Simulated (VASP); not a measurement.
# InAs (F-43m) in VASP: notebook

Runs on InAs. Level: PBE. Tasks: single point.

Everything below comes from runs of VASP 6.6.1. Logs are shortened: lines on timing, memory, paths and dates and some standing lists are left out, and cuts for length are marked.

## 1. The cell of the first run

The structure is cubic, space group F-43m (No. 216). Conventional cell: a = 6.036 Å, b = 6.036 Å, c = 6.036 Å, α = 90.00°, β = 90.00°, γ = 90.00°. In (site symmetry -43m) has 4 As at 2.61 Å within 3.4 Å. Within 3.4 Å of As (site symmetry -43m) lie 4 In at 2.61 Å.

## 2. Single point, PBE

INCAR reads:

```
PREC     = Accurate       # precision mode
ENCUT    = 520            # plane-wave cutoff, eV
EDIFF    = 1E-6           # SCF threshold, eV
ISMEAR   = 0              # smearing method
SIGMA    = 0.03           # smearing width, eV
LREAL    = F              # projectors in reciprocal space
LASPH    = T              # aspherical terms in the spheres
NELM     = 100            # most SCF steps
ALGO     = Normal         # electronic algorithm
ISIF     = 2              # what is computed and relaxed
LWAVE    = F              # write WAVECAR
LCHARG   = F              # write CHGCAR
GGA      = PE             # functional
NBANDS   = 16             # bands
```

KPOINTS reads:

```
regular mesh
0
Gamma
  8 8 8
```

POSCAR reads:

```
InAs
1.0
    0.0000000000      3.0180000000      3.0180000000
    3.0180000000      0.0000000000      3.0180000000
    3.0180000000      3.0180000000      0.0000000000
In As
1 1
Direct
    0.0000000000      0.0000000000      0.0000000000
    0.7500000000      0.7500000000      0.7500000000
```

Potentials or basis: VASP PAW PBE potentials, release 64 (In_d, As).

The run is started by

```console
> cat potpaw_PBE.64/In_d/POTCAR potpaw_PBE.64/As/POTCAR > POTCAR
> mpirun -np 1 vasp_std > vasp.out
```

OUTCAR:

```text
PREC = Accurate
   ENCUT = 520
   EDIFF = 1E-6
   ISMEAR = 0
   LREAL = F
   LASPH = T
   NELM = 100
   ISIF = 2
   GGA = PE

 ion  position               nearest neighbor table
   1  0.000  0.000  0.000-   2 2.61   2 2.61   2 2.61   2 2.61
   2  0.750  0.750  0.750-   1 2.61   1 2.61   1 2.61   1 2.61

  LATTYP: Found a face centered cubic cell.
 ALAT       =     6.0360000000

  Lattice vectors:

 A1 = (   0.0000000000,   3.0180000000,   3.0180000000)
 A2 = (   3.0180000000,   0.0000000000,   3.0180000000)
 A3 = (   3.0180000000,   3.0180000000,   0.0000000000)

Analysis of symmetry for initial positions (statically):
=====================================================================
 Subroutine PRICEL returns:
 Original cell was already a primitive cell.

 Routine SETGRP: Setting up the symmetry group for a
 face centered cubic supercell.

 Subroutine GETGRP returns: Found 24 space group operations
 (whereof 24 operations were pure point group operations)
 out of a pool of 48 trial point group operations.

The static configuration has the point symmetry T_d .

Analysis of symmetry for dynamics (positions and initial velocities):
=====================================================================
 Subroutine PRICEL returns:
 Original cell was already a primitive cell.

 Routine SETGRP: Setting up the symmetry group for a
 face centered cubic supercell.

 Subroutine GETGRP returns: Found 24 space group operations
 (whereof 24 operations were pure point group operations)
 out of a pool of 48 trial point group operations.

The dynamic configuration has the point symmetry T_d .

 Subroutine INISYM returns: Found 24 space group operations
 (whereof 24 operations are pure point group operations),
 and found     1 'primitive' translations

----------------------------------------------------------------------------------------

                                     Primitive cell

  volume of cell :      54.9778

  direct lattice vectors                    reciprocal lattice vectors
     0.000000000  3.018000000  3.018000000    -0.165672631  0.165672631  0.165672631
     3.018000000  0.000000000  3.018000000     0.165672631 -0.165672631  0.165672631
     3.018000000  3.018000000  0.000000000     0.165672631  0.165672631 -0.165672631

  length of vectors
[... 74 lines left out ...]
   ISTART =      0    job   : 0-new  1-cont  2-samecut
   ICHARG =      2    charge: 1-file 2-atom 10-const
   ISPIN  =      1    spin polarized calculation?
   LNONCOLLINEAR =      F non collinear calculations
   LSORBIT =      F    spin-orbit coupling
   LASPH  =      T    aspherical Exc in radial PAW
   ENCUT  =  520.0 eV  38.22 Ry    6.18 a.u.   7.94  7.94  7.94*2*pi/ulx,y,z
   NELM   =    100;   NELMIN=  2; NELMDL= -5     # of ELM steps
   EDIFF  = 0.1E-05   stopping-criterion for ELM
   LREAL  =      F    real-space projection
   EDIFFG = 0.1E-04   stopping-criterion for IOM
   NSW    =      0    number of steps for IOM
   IBRION =     -1    ionic relax: 0-MD 1-quasi-New 2-CG
   NFREE  =      0    steps in history (QN), initial steepest desc. (CG)
   ISIF   =      2    stress and relaxation
   ISYM   =      2    0-nonsym 1-usesym 2-fastsym
   POTIM  = 0.5000    time-step for ionic-motion
   TEBEG  =    0.0;   TEEND  =   0.0 temperature during run
   PSTRESS=    0.0 pullay stress
   NELECT =      18.0000    total number of electrons
   NUPDOWN=      -1.0000    fix difference up-down
   EMIN   =  10.00;   EMAX   =-10.00  energy-range for DOS
   EFERMI =   0.00;   METHOD = LEGACY
   ISMEAR =     0;   SIGMA  =   0.03  broadening in eV -4-tet -1-fermi 0-gaus
   EFERMI_NEDOS =   21; number of points for ismear=-14 and -15
   IALGO  =     38    algorithm
   IMIX   =      4    mixing-type and parameters
     AMIX     =   0.40;   BMIX     =  1.00
     AMIX_MAG =   1.60;   BMIX_MAG =  1.00
  volume/ion in A,a.u.               =      27.49       185.50
  Fermi-wavevector in a.u.,A,eV,Ry     =   1.128331  2.132236 17.321990  1.273130
  Thomas-Fermi vector in A             =   2.265020
   LORBIT       =      0    0 simple, 1 ext, 2 COOP (PROOUT), +10 PAW based schemes
   GGA     = PE    functional components
   LHFCALC =     F    Hartree Fock is set to
   AEXX    =    0.0000 exact exchange contribution
   IVDW    =     0    specifies the selected vdW correction
   LEPSILON=     F    determine dielectric tensor
   LRPA    =     F    only Hartree local field effects (RPA)
 non-spin polarized calculation
 Gauss-broadening in eV      SIGMA  =   0.03
  energy-cutoff  :      520.00
  volume of cell :       54.98
 maximum number of plane-waves:      1494
   NGX = 15   NGY = 15   NGZ = 15

 number of electron      17.9999991 magnetization

 Free energy of the ion-electron system (eV)
  ---------------------------------------------------
  ext. energy  EPLUGINS =         0.00000000
  ---------------------------------------------------
  free energy    TOTEN  =        -7.66130309 eV

  energy without entropy =       -7.66121271  energy(sigma->0) =       -7.66125790

 E-fermi :   4.5729     XC(G=0):  -9.1170

 val. band max:        4.5637750392   @ k =   0.0000   0.0000   0.0000
 cond. band min:       5.5323312351   @ k =   0.5000   0.0000   0.0000
 fundamental gap:      0.9685561959
 Fermi energy:         4.5729120201

 k-point     1 :       0.0000    0.0000    0.0000
  band No.  band energies     occupation
      1      -9.8398      2.00000
      2      -9.8398      2.00000
      3      -9.8398      2.00000
      4      -9.7118      2.00000
      5      -9.7118      2.00000
      6      -7.3330      2.00000
[... 433 lines left out ...]
      3      -9.7852      2.00000
      4      -9.7169      2.00000
      5      -9.7041      2.00000
      6      -5.5769      2.00000
[... 8 lines left out ...]
     15      14.9909      0.00000
     16      15.7163      0.00000

 [... further k-points ...]
[... 5 lines left out ...]
  --------------------------------------------------------------------------------------
  -------------------------------------------------------------------------------------
  Total        1.4948261      1.4948261      1.4948261      0.0000000      0.0000000     -0.0000000
  in kB       43.5625749     43.5625749     43.5625749      0.0000000      0.0000000     -0.0000000
  external PRESSURE =      43.5625749 kB  Pullay stress =       0.0000000 kB

 VOLUME and BASIS-vectors are now :
 -----------------------------------------------------------------------------
  energy-cutoff  :      520.00
  volume of cell :       54.98
      direct lattice vectors                 reciprocal lattice vectors
     0.000000000  3.018000000  3.018000000    -0.165672631  0.165672631  0.165672631
     3.018000000  0.000000000  3.018000000     0.165672631 -0.165672631  0.165672631
     3.018000000  3.018000000  0.000000000     0.165672631  0.165672631 -0.165672631

 POSITION                                       TOTAL-FORCE (eV/Angst)
 -----------------------------------------------------------------------------------
      0.00000      0.00000      0.00000         0.000000      0.000000      0.000000
      4.52700      4.52700      4.52700        -0.000000     -0.000000     -0.000000
 -----------------------------------------------------------------------------------
    total drift:                                0.000000      0.000000      0.000000

  FREE ENERGIE OF THE ION-ELECTRON SYSTEM (eV)
  ---------------------------------------------------
  free  energy   TOTEN  =        -7.6613030939 eV

  energy  without entropy=       -7.6612127058  energy(sigma->0) =       -7.66125790
```

OSZICAR:

```text
N       E                     dE             d eps       ncg     rms          rms(c)
DAV:   1     0.114139899061E+03    0.11414E+03   -0.83030E+03   928   0.122E+03
DAV:   2     0.304387469273E-01   -0.11411E+03   -0.10920E+03  1032   0.300E+02
DAV:   3    -0.772744266872E+01   -0.77579E+01   -0.77227E+01  1160   0.763E+01
DAV:   4    -0.793152507292E+01   -0.20408E+00   -0.20403E+00  1200   0.134E+01
DAV:   5    -0.794012902538E+01   -0.86040E-02   -0.86038E-02  1344   0.238E+00    0.461E+00
DAV:   6    -0.768512335527E+01    0.25501E+00   -0.38059E-01  1440   0.104E+01    0.257E+00
DAV:   7    -0.765943831991E+01    0.25685E-01   -0.11792E-01  1320   0.305E+00    0.731E-01
DAV:   8    -0.766048323346E+01   -0.10449E-02   -0.13588E-02  1120   0.132E+00    0.206E-01
DAV:   9    -0.766108563213E+01   -0.60240E-03   -0.99445E-04  1184   0.261E-01    0.123E-01
DAV:  10    -0.766125597454E+01   -0.17034E-03   -0.20721E-04  1112   0.209E-01    0.653E-02
DAV:  11    -0.766130261064E+01   -0.46636E-04   -0.11476E-04  1080   0.125E-01    0.420E-02
DAV:  12    -0.766130309391E+01   -0.48327E-06   -0.67251E-06  1064   0.308E-02
   1 F= -.76613031E+01 E0= -.76612579E+01  d E =-.903881E-04
```

It took 43 s on 1 thread of AMD EPYC 7R13, shared host; peak memory 0.16 GiB.

What came out:

```yaml
Free_energy: -7.6613 eV
Pressure: 4.4 GPa
Band_gap_on_the_k_mesh: zero (filled and empty bands touch)
```

Caveat: spin-orbit coupling is left out, which moves the levels of the heavy elements.

## 3. Single point, PBE

INCAR reads:

```
SYSTEM = InAs
  ALGO = Normal
  EDIFF = 1E-7
  ENCUT = 520
  GGA = PE
  ISIF = 2
  ISMEAR = 0
  LASPH = .TRUE.
  LCHARG = .TRUE.
  LELF = .TRUE.
  LREAL = .FALSE.
  LVHAR = .TRUE.
  LWAVE = .FALSE.
  NBANDS = 16
  NELM = 80
  PREC = Accurate
  SIGMA = 0.012
```

KPOINTS reads:

```
k-points
0
G
  8 8 8
  0 0 0
```

POSCAR is that of step 2.

Potentials or basis: VASP PAW PBE potentials, release 64 (In_d, As).

The run is started by

```console
> cat potpaw_PBE.64/In_d/POTCAR potpaw_PBE.64/As/POTCAR > POTCAR
> mpirun -np 1 vasp_std > vasp.out
```

Wall time 47 s (1 thread of AMD EPYC 7R13, shared host); peak memory 0.16 GiB.

Results (log left out):

| Item | Value |
| --- | --- |
| Free energy | -7.6612 eV |
| Pressure | 4.4 GPa |
| Band gap on the k mesh | zero (filled and empty bands touch) |

Levels at points of the mesh, in eV from the Fermi level:
```csv
k point,band 6,band 7,band 8,band 9,band 10,band 11,band 12,band 13
"(0.00, 0.00, 0.00)",-11.90,-0.17,0.00,0.00,0.00,3.91,3.91,3.91
"(0.50, 0.00, 0.00)",-10.41,-5.80,-1.00,-1.00,0.96,4.68,4.68,6.86
"(0.50, 0.50, 0.00)",-9.87,-5.86,-2.34,-2.34,1.53,2.06,9.22,9.31
```

Caveat: spin-orbit coupling is left out, which moves the levels of the heavy elements.
